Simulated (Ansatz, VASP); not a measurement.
One calculation of Pd, two programs

```
CELL_PARAMETERS angstrom
0.00000 1.94490 1.98380
1.94490 0.00000 1.98380
1.94490 1.94490 0.00000
ATOMIC_POSITIONS crystal
Pd 0.00000 0.00000 0.00000
```

Change from the starting cell: zz strain of +2 %.

Alike in both runs: task single point; functional PBEsol; k mesh 18 × 18 × 18; occupations fermi-dirac, width 0.05 eV; no spin polarisation.

|  | VASP | Ansatz |
| --- | --- | --- |
| version | VASP 6.6.1 | Ansatz 0.2.0 |
| potentials or method | VASP PAW PBE potentials, release 64 (Pd), cutoff 520 eV | all-electron LAPW, scalar-relativistic |

```tsv
	VASP	Ansatz	Ansatz less VASP
pressure (GPa)	-6.1	-5.8	+0.24
traceless stress, the component that is largest in VASP (GPa)	-0.81	-0.82	-0.006
```

VASP's potentials were made for PBE, not for PBEsol. Ansatz ran all-electron here, and VASP with PAW potentials.
